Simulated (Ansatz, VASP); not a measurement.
# Two plane-wave programs on Li3TlF2

INCAR

```
PREC     = Accurate       # precision mode
ENCUT    = 750            # plane-wave cutoff, eV
EDIFF    = 1E-7           # SCF threshold, eV
ISMEAR   = 0              # smearing method
SIGMA    = 0.1            # smearing width, eV
LREAL    = F              # projectors in reciprocal space
LASPH    = T              # aspherical terms in the spheres
NELM     = 120            # most SCF steps
ALGO     = Normal         # electronic algorithm
ISIF     = 3              # what is computed and relaxed
LWAVE    = F              # write WAVECAR
LCHARG   = F              # write CHGCAR
GGA      = PE             # functional
IBRION   = 2              # ionic algorithm
NSW      = 90             # ionic steps
EDIFFG   = -0.04          # ionic threshold
GGA_COMPAT= F            
NELMIN   = 4
```

Contents of KPOINTS:

```
regular mesh
0
Gamma
  6 6 6
```

File POSCAR:

```
Li3TlF2
1.0
    3.1751015573      1.8331457388      3.0998401432
   -3.1751015573      1.8331457388      3.0998401432
    0.0000000000     -3.6662914776      3.0998401432
Li Tl F
3 1 2
Direct
    0.5000000000      0.5000000000      0.0000000000
    0.5000000000      0.0000000000      0.5000000000
    0.0000000000      0.5000000000      0.5000000000
    0.0000000000      0.0000000000      0.0000000000
    0.6611654129      0.6611654129      0.6611654129
    0.3388345871      0.3388345871      0.3388345871
```

Input for Ansatz:

```yaml
crystal:
  lattice:
    - [3.1751015573, 1.8331457388, 3.0998401432]
    - [-3.1751015573, 1.8331457388, 3.0998401432]
    - [0.0, -3.6662914776, 3.0998401432]
  atoms:
    - { symbol: Li, position: [0.5, 0.5, 0.0] }
    - { symbol: Li, position: [0.5, 0.0, 0.5] }
    - { symbol: Li, position: [0.0, 0.5, 0.5] }
    - { symbol: Tl, position: [0.0, 0.0, 0.0] }
    - { symbol: F, position: [0.6611654129, 0.6611654129, 0.6611654129] }
    - { symbol: F, position: [0.3388345871, 0.3388345871, 0.3388345871] }
basis:
  ecutwfc: 420
kpoints:
  mp_grid: { grid: [6, 6, 6] }
hamiltonian:
  xc: pbe
scf:
  occupations: { method: gaussian, width: 0.1 }
  lower_state_search: "off"
output:
  forces: true
  stress: true
  eigenvalues: true
relax:
  adjacent_minimum: "off"
  f_tol: 0.04
  max_steps: 70
  cell: { stress_tol: 0.4 }
```

Alike in both runs: task relaxation of cell and atoms; functional PBE; k mesh 6 × 6 × 6; occupations gaussian, width 0.1 eV; no spin polarisation.

|  | VASP | Ansatz |
| --- | --- | --- |
| version | VASP 6.6.1 | Ansatz 0.2.0 |
| potentials or method | VASP PAW PBE potentials, release 64 (Li_sv, Tl_d, F), cutoff 750 eV | scalar-relativistic, plane waves, PAW |
| valence electrons in the cell | 36 | 36 |

|  | VASP | Ansatz | Ansatz less VASP |
| --- | --- | --- | --- |
| gap on the k mesh at the Fermi level, each at its own relaxed structure (eV) | none | none | - |
| relaxed volume (Å³/atom) | 18.04 | 18.04 | 0.000 |
| relaxed length of the cell vector where the two differ most in proportion (Å) | 4.801 | 4.801 | 0.0000 |

A gap of «none» marks a metal or a gap that the smearing closes.

Neither program's run includes spin-orbit coupling. Noted on VASP's run: the relaxation stopped at its first step, so nothing moved.
